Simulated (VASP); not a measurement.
Write the native input for VASP 6.6.1 that does the following.

| Item | Value |
| --- | --- |
| Task | single point |
| Functional | r2SCAN |
| Potentials or basis | VASP PAW PBE potentials, release 64 (Se) |
| Cutoff | 520 eV |
| k mesh | 5 × 5 × 4 |
| Occupations | fermi-dirac, width 0.05 eV |
| Spin | no spin polarisation |
| Dipole correction | no |
| Further INCAR settings | ALGO = Normal; EDIFF = 1e-06; NBANDS = 16 |

Crystal: Se.

```
CELL_PARAMETERS angstrom
4.49306 0.00000 0.00000
-2.24653 3.89110 0.00000
0.00000 0.00000 4.99239
ATOMIC_POSITIONS crystal
Se 0.21783 0.00000 0.33333
Se 0.00000 0.21783 0.66667
Se 0.78217 0.78217 0.00000
```

The input as run:

POSCAR

```
Se
1.0
    4.4930559879      0.0000000000      0.0000000000
   -2.2465279940      3.8911006262      0.0000000000
    0.0000000000      0.0000000000      4.9923929853
Se
3
Direct
    0.2178291901      1.0000000000      0.3333333333
    1.0000000000      0.2178291901      0.6666666667
    0.7821708099      0.7821708099      0.0000000000
```

INCAR.step1

```
SYSTEM = Se
  PREC = Accurate
  ENCUT = 520
  ISMEAR = -1
  SIGMA = 0.05
  LREAL = .False.
  LASPH = .True.
  NELM = 80
  NBANDS = 16
  GGA = PE
  ALGO = Normal
  EDIFF = 1E-4
  LWAVE = .True.
  LCHARG = .False.
```

INCAR.step2

```
SYSTEM = Se
  PREC = Accurate
  ENCUT = 520
  EDIFF = 1E-6
  ISMEAR = -1
  SIGMA = 0.05
  LREAL = .False.
  LASPH = .True.
  NELM = 80
  ALGO = Normal
  ISIF = 2
  LWAVE = .False.
  LCHARG = .False.
  METAGGA = R2SCAN
  LMIXTAU = .True.
  NBANDS = 16
  ISTART = 1
```

KPOINTS

```
Automatic mesh
0
Gamma
  5 5 4
  0 0 0
```

Potentials or basis: VASP PAW PBE potentials, release 64 (Se).

The run is started by

```bash
$ cat potpaw_PBE.64/Se/POTCAR > POTCAR
$ cp INCAR.step1 INCAR
$ mpirun -np 1 vasp_std > vasp.out
$ cp INCAR.step2 INCAR
$ mpirun -np 1 vasp_std > vasp.out
```

Results of the run:

| Quantity | Value |
| --- | --- |
| Pressure | 0.0 GPa |
| Band gap on the k mesh | 1.59 eV |

Caveat: the PAW data sets were made with another functional, which shifts forces and pressure a little; an odd mesh through Γ misses points on the zone boundary, where band edges can lie.

Wall time 40 s on 1 thread of Intel(R) Xeon(R) 6975P-C (Granite Rapids), on a shared host, peak memory 0.23 GiB.
